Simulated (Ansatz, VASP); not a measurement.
## Al12NO: VASP beside Ansatz

```
Al N O
1.0
     5.71430    0.00000    0.00000
     0.00000    5.71430    0.00000
     0.00000    0.00000   22.17502
Al N O
12 1 1
Direct
  0.25000 0.25000 0.18038
  0.25000 0.75000 0.18038
  0.75000 0.25000 0.18038
  0.75000 0.75000 0.18038
  0.00000 0.00000 0.27441
  0.00000 0.50000 0.27441
  0.50000 0.00000 0.27441
  0.50000 0.50000 0.27441
  0.25000 0.25000 0.36866
  0.25000 0.75000 0.36866
  0.75000 0.25000 0.36866
  0.75000 0.75000 0.36866
  0.40725 0.50000 0.43360
  0.59275 0.50000 0.43360
```

Alike in both runs: task single point; functional PBE; k mesh 5 × 5 × 1; occupations gaussian, width 0.1 eV; collinear spin.

```csv
,VASP,Ansatz
version,VASP 6.6.1,Ansatz 0.2.0
potentials or method,"VASP PAW PBE potentials, release 64 (Al, N, O), cutoff 520 eV","scalar-relativistic, plane waves, PAW"
valence electrons in the cell,47,47
```

|  | VASP | Ansatz | Ansatz less VASP |
| --- | --- | --- | --- |
| gap on the k mesh at the Fermi level (eV) | none | none | - |
| rms of the force components (eV/Å) | 5.770 | 4.943 | -0.8269 |
| net moment per atom (μB) | 0.02 | 0.02 | -0.002 |
| size of the moment on the site where the two differ most (μB) | 0.06 | 0.02 | -0.035 |
| work function, face that differs most (eV) | 4.27 | 4.26 | -0.005 |

Site moments also hang on the region over which each program counts them. Atom by atom the forces differ by 0.829 eV/Å (rms over components). A gap of «none» marks a metal or a gap that the smearing closes. With one functional, cell and mesh, what is left measures potentials, basis and numerics.

Noted on VASP's run: the standard files for N, O and F lose accuracy on very short bonds.
